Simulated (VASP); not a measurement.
# Pt (Cmme) in VASP: notebook, part 2 of 2

VASP 6.6.1. The steps go on from the part before.

### Step 3. Relaxation of cell and atoms, PBE

INCAR reads:

```
ALGO = Normal ; EDIFF = 1E-7
EDIFFG = -0.04 ; ENCUT = 600
GGA = PE ; IBRION = 2
ISIF = 3 ; ISMEAR = 0
LASPH = T ; LCHARG = F
LREAL = F ; LWAVE = F
NELM = 60 ; NSW = 90
PREC = Accurate ; SIGMA = 0.1
```

KPOINTS reads:

```
k-points
0
Gamma
  4 4 6
```

POSCAR reads:

```
Pt
1.0
    2.6836308800     -2.7811111200      0.0000000000
    2.6836308800      2.7811111200      0.0000000000
    0.0000000000      0.0000000000      3.5619719700
Pt
2
Direct
    0.7500000000      0.2500000000      0.6313953000
    0.2500000000      0.7500000000      0.3686047000
```

Potentials or basis: VASP PAW PBE potentials, release 64 (Pt).

Command:

```bash
> cat potpaw_PBE.64/Pt/POTCAR > POTCAR
> mpirun -np 1 vasp_std > vasp.out
```

OUTCAR:

```text
EDIFF = 1E-7
   EDIFFG = -0.04
   ENCUT = 600
   GGA = PE
   IBRION = 2
   ISIF = 3
   ISMEAR = 0
   LASPH = T
   LREAL = F
   NELM = 60
   NSW = 90
   PREC = Accurate

 ion  position               nearest neighbor table
   1  0.750  0.250  0.631-   2 2.84   2 2.84   2 2.93   2 2.93
   2  0.250  0.750  0.369-   1 2.84   1 2.84   1 2.93   1 2.93

  LATTYP: Found a base centered orthorhombic cell.
 ALAT       =     5.3672617600
 B/A-ratio  =     1.0363240119
 C/A-ratio  =     0.6636478952

  Lattice vectors:

 A1 = (   2.6836308800,  -2.7811111200,   0.0000000000)
 A2 = (   2.6836308800,   2.7811111200,   0.0000000000)
 A3 = (   0.0000000000,   0.0000000000,   3.5619719700)

Analysis of symmetry for initial positions (statically):
=====================================================================
 Subroutine PRICEL returns:
 Original cell was already a primitive cell.

 Routine SETGRP: Setting up the symmetry group for a
 base centered orthorhombic supercell.

 Subroutine GETGRP returns: Found  8 space group operations
 (whereof  4 operations were pure point group operations)
 out of a pool of  8 trial point group operations.

The static configuration has the point symmetry C_2h.
 The point group associated with its full space group is D_2h.

Analysis of symmetry for dynamics (positions and initial velocities):
=====================================================================
[... 152 lines left out ...]

 number of electron      20.0000000 magnetization

 Free energy of the ion-electron system (eV)
  ---------------------------------------------------
  ext. energy  EPLUGINS =         0.00000000
  ---------------------------------------------------
  free energy    TOTEN  =        -9.16330511 eV

  energy without entropy =       -9.14206294  energy(sigma->0) =       -9.15268403

 E-fermi :   3.3904     XC(G=0): -10.1727

 val. band max:        3.3744961284   @ k =   0.2500   0.2500   0.0000
 cond. band min:       3.4480581557   @ k =   0.2500   0.2500   0.1667
 fundamental gap:      0.0735620273
 Fermi energy:         3.3904260602
[... 917 lines left out ...]
      3       4.4845      2.00000
      4       4.4845      2.00000
      5       8.3540      2.00000
      6       8.3540      2.00000
      7      10.0759      0.00004
      8      10.0759      0.00004
      9      10.3593      0.00000
     10      10.3593      0.00000
     11      10.7036      0.00000
     12      10.7036      0.00000
     13      16.6200      0.00000
     14      16.6200      0.00000

 [... further k-points ...]

[... ionic steps 4 to 37 ...]

--------------------------------------- Ionic step       38  -------------------------------------------

 number of electron      19.9999998 magnetization

------------------------ aborting loop because EDIFF is reached ----------------------------------------
[... 67 lines left out ...]
--------------------------------------- Ionic step       40  -------------------------------------------

 number of electron      19.9999998 magnetization

 Free energy of the ion-electron system (eV)
  ---------------------------------------------------
  ext. energy  EPLUGINS =         0.00000000
  ---------------------------------------------------
  free energy    TOTEN  =       -12.24446948 eV

  energy without entropy =      -12.23420306  energy(sigma->0) =      -12.23933627

 E-fermi :  10.3640     XC(G=0): -13.2038

 val. band max:       10.3039425905   @ k =  -0.2500   0.2500   0.3333
 cond. band min:      10.3940441607   @ k =   0.5000   0.2500   0.5000
 fundamental gap:      0.0901015702
 Fermi energy:        10.3640095851
[... 437 lines left out ...]
  FREE ENERGIE OF THE ION-ELECTRON SYSTEM (eV)
  ---------------------------------------------------
  free  energy   TOTEN  =       -12.2444694763 eV

  energy  without entropy=      -12.2342030553  energy(sigma->0) =      -12.23933627

 reached required accuracy - stopping structural energy minimisation
```

OSZICAR:

```text
N       E                     dE             d eps       ncg     rms          rms(c)
DAV:   1     0.103965644814E+03    0.10397E+03   -0.10499E+04   784   0.145E+03
DAV:   2    -0.671845713841E+01   -0.11068E+03   -0.10434E+03   958   0.247E+02
DAV:   3    -0.965816210054E+01   -0.29397E+01   -0.27039E+01   906   0.384E+01
[... 384 lines left out ...]
DAV:   2    -0.122445531674E+02    0.26621E-03   -0.21190E-04   814   0.145E-01    0.445E-02
DAV:   3    -0.122444711126E+02    0.82055E-04   -0.13470E-04   820   0.978E-02    0.132E-02
DAV:   4    -0.122444696741E+02    0.14385E-05   -0.61275E-06   832   0.215E-02    0.433E-03
DAV:   5    -0.122444694901E+02    0.18395E-06   -0.19960E-07   648   0.388E-03    0.144E-03
DAV:   6    -0.122444694763E+02    0.13860E-07   -0.16520E-08   404   0.123E-03
  40 F= -.12244469E+02 E0= -.12239336E+02  d E =-.302756E-03
```

CONTCAR:

```text
Pt
   1.00000000000000
     2.4051398718081840   -2.4042991969290934    0.0000000000000000
     2.4051398718081840    2.4042991969290934   -0.0000000000000000
     0.0000000000000000   -0.0000000000000001    2.7294555414198713
  Pt
     2
Direct
     0.7500000000000000    0.2500000000000000    0.7499196383525746
     0.2500000000000000    0.7500000000000000    0.2500803616474257

  0.00000000E+00  0.00000000E+00  0.00000000E+00
  0.00000000E+00  0.00000000E+00  0.00000000E+00
```

Run time: 3.4 min. Hardware: 1 thread of Intel Xeon 6975P-C (Granite Rapids), shared host; peak memory 0.2 GiB.

What came out:

```
Free energy                           : -12.2445 eV
Relaxed volume                        : 15.78 Å³/atom
Relaxed cell                          : a = 3.401 Å, b = 3.401 Å, c = 2.729 Å, α = 90.00°, β = 90.00°, γ = 89.98°
Space group after relaxing (to 0.1 Å) : I4/mmm (No. 139)
Pressure after relaxing               : -0.2 GPa
Band gap on the k mesh                : zero (bands 10 and 11 overlap by 1.70 eV)
```

Forces on the atoms (eV/Å):
```
Pt   0.000  0.000  0.003
Pt   0.000  0.000 -0.003
```

Final structure:
```cif
data_structure
_symmetry_space_group_name_H-M 'P 1'
_symmetry_Int_Tables_number 1
_cell_length_a 3.4008
_cell_length_b 3.4008
_cell_length_c 2.7295
_cell_angle_alpha 90.000
_cell_angle_beta 90.000
_cell_angle_gamma 89.980
_cell_volume 31.57
loop_
_atom_site_label
_atom_site_type_symbol
_atom_site_fract_x
_atom_site_fract_y
_atom_site_fract_z
_atom_site_occupancy
Pt1 Pt 0.75000 0.25000 0.74992 1
Pt2 Pt 0.25000 0.75000 0.25008 1
```

Levels at points of the mesh, in eV from the Fermi level:
| k point | band 7 | band 8 | band 9 | band 10 | band 11 | band 12 | band 13 | band 14 |
| --- | --- | --- | --- | --- | --- | --- | --- | --- |
| (0.00, 0.00, 0.00) | -2.65 | -0.36 | 0.21 | 0.21 | 0.73 | 5.45 | 5.45 | 11.38 |
| (0.50, 0.00, 0.00) | -1.78 | -1.78 | -1.34 | -1.34 | -1.15 | -1.15 | 13.47 | 13.47 |
| (0.50, 0.50, 0.00) | -1.49 | -1.48 | -0.71 | -0.71 | 0.58 | 0.58 | 4.91 | 4.92 |
| (0.00, 0.00, 0.50) | -3.40 | -3.40 | -2.19 | -2.19 | 2.35 | 2.35 | 13.08 | 13.08 |
| (0.50, 0.00, 0.50) | 0.40 | 0.40 | 0.55 | 0.55 | 0.83 | 0.83 | 7.12 | 7.12 |
| (0.50, 0.50, 0.50) | -1.21 | -1.21 | -0.58 | -0.58 | 5.97 | 5.97 | 7.97 | 7.97 |

Caveat: the k points lie up to 0.46 Å⁻¹ apart in the final cell, too coarse for converged energies and pressures of a metal; the volume moved by over 15 % at a fixed basis, so the end points are rough; spin-orbit coupling is left out, which moves the levels of the heavy elements.
